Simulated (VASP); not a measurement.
Wanted: the native input for a VASP 6.6.1 run.

| Quantity | Value |
| --- | --- |
| Task | single point |
| Functional | PBE |
| Potentials or basis | VASP PAW PBE potentials, release 64 (Si, Ni) |
| Cutoff | 520 eV |
| k mesh | 16 × 16 × 16 |
| Occupations | gaussian, width 0.15 eV |
| Spin | no spin polarisation |
| Dipole correction | no |
| Further INCAR settings | ALGO = Normal; EDIFF = 1e-06; NBANDS = 16 |

The structure of Si2Ni lies in POSCAR:

```
Si2Ni
1.0
    0.0000000000      2.7607245629      2.6502955804
    2.7607245629      0.0000000000      2.6502955804
    2.7607245629      2.7607245629      0.0000000000
Si Ni
2 1
Direct
    0.2500000000      0.2500000000      0.2500000000
    0.7500000000      0.7500000000      0.7500000000
    0.0000000000      0.0000000000      0.0000000000
```

This cell differs from its parent crystal: ratio of the length along z to the lengths across it x 0.96, volume and fractional coordinates fixed.

The input as run:

INCAR

```
SYSTEM = Si2Ni
PREC     = Accurate       ! precision mode
ENCUT    = 520            ! plane-wave cutoff, eV
EDIFF    = 1E-6           ! SCF threshold, eV
ISMEAR   = 0              ! smearing method
SIGMA    = 0.15           ! smearing width, eV
LREAL    = .False.        ! projectors in reciprocal space
LASPH    = .True.         ! aspherical terms in the spheres
NELM     = 80             ! most SCF steps
ALGO     = Normal         ! electronic algorithm
ISIF     = 2              ! what is computed and relaxed
LWAVE    = .False.        ! write WAVECAR
LCHARG   = .True.         ! write CHGCAR
GGA      = PE             ! functional
LELF     = .True.         ! ELF
LVHAR    = .True.       
NBANDS   = 16             ! bands
```

KPOINTS

```
Automatic mesh
0
Gamma
  16 16 16
  0 0 0
```

Potentials or basis: VASP PAW PBE potentials, release 64 (Si, Ni).

Run with:

```bash
$ cat potpaw_PBE.64/Si/POTCAR potpaw_PBE.64/Ni/POTCAR > POTCAR
$ mpirun -np 1 vasp_std > vasp.out
```

It gave:

- Pressure: -0.2 GPa
- Band gap on the k mesh: zero (bands 9 and 10 overlap by 2.46 eV)

It took 4.9 min on 1 thread of Intel Xeon 8259CL, with other jobs on the host, peak memory 0.33 GiB.
